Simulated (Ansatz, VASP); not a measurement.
**One calculation of SiC, two programs**

File POSCAR:

```
SiC
1.0
    3.0344540134      0.0000000000      0.0000000000
   -1.5172270067      2.6633366395      0.0000000000
    0.0000000000      0.0000000000      5.0481081077
Si C
2 2
Direct
    0.3334856034      0.6669712068     -0.0000632231
    0.6665143966      0.3330287932      0.4999367769
    0.3344087808      0.6688175616      0.3750632231
    0.6655912192      0.3311824384      0.8750632231
```

INCAR.step1

```
PREC = Accurate ; ENCUT = 520
EDIFF = 1E-5 ; ISMEAR = 0
SIGMA = 0.01 ; LREAL = False
LASPH = True ; NELM = 100
ALGO = Normal ; ISIF = 2
LWAVE = True ; LCHARG = False
GGA = PE ; NBANDS = 16
```

INCAR.step2

```
PREC = Accurate ; ENCUT = 520
EDIFF = 1E-7 ; ISMEAR = 0
SIGMA = 0.01 ; LREAL = False
LASPH = True ; NELM = 100
ALGO = Normal ; ISIF = 2
LWAVE = False ; LCHARG = False
GGA = PE ; LHFCALC = True
HFSCREEN = 0.2079 ; PRECFOCK = Normal
ISTART = 1 ; NBANDS = 16
```

Contents of KPOINTS:

```
Automatic mesh
0
Gamma
  6 6 4
```

Input for Ansatz:

```yaml
crystal:
  lattice:
    - [3.0344540134, 0.0, 0.0]
    - [-1.5172270067, 2.6633366395, 0.0]
    - [0.0, 0.0, 5.0481081077]
  atoms:
    - { symbol: Si, position: [0.3334856034, 0.6669712068, -6.32231e-05] }
    - { symbol: Si, position: [0.6665143966, 0.3330287932, 0.4999367769] }
    - { symbol: C, position: [0.3344087808, 0.6688175616, 0.3750632231] }
    - { symbol: C, position: [0.6655912192, 0.3311824384, 0.8750632231] }
kpoints:
  mp_grid: { grid: [6, 6, 4] }
  band_path:
    path:
      - [0.0, 0.0, 0.0]
      - [0.5, 0.0, 0.0]
      - [0.3333333333, 0.3333333333, 0.0]
      - [0.0, 0.0, 0.5]
      - [0.5, 0.0, 0.5]
      - [0.3333333333, 0.3333333333, 0.5]
    npoints: 1
hamiltonian:
  xc: hse06
scf:
  occupations: { method: fixed }
  n_extra_bands: 5
output:
  forces: true
  stress: true
  eigenvalues: true
```

Change from the starting cell: uniaxial_x strain -1.3%.

Alike in both runs: task single point; functional HSE06; k mesh 6 × 6 × 4; no spin polarisation.

```csv
,VASP,Ansatz
version,VASP 6.6.1,Ansatz 0.2.0
potentials or method,"VASP PAW PBE potentials, release 64 (Si, C)","plane waves, PAW"
plane-wave cutoff (eV),520,420
occupations,"gaussian, width 0.01 eV",fixed
valence electrons in the cell,16,16
```

|  | VASP | Ansatz | Ansatz less VASP |
| --- | --- | --- | --- |
| gap on the k mesh at the Fermi level (eV) | 3.03 | 3.03 | -0.001 |
| pressure (GPa) | 1.6 | 2.0 | +0.40 |
| traceless stress, the component that is largest in VASP (GPa) | 4.31 | 4.31 | +0.002 |
| rms of the force components (eV/Å) | 0.009 | 0.009 | 0.0000 |

Atom by atom the forces differ by 0.000 eV/Å (rms over components). Ansatz's warnings: stress exchange threshold loose, stress scf threshold loose.
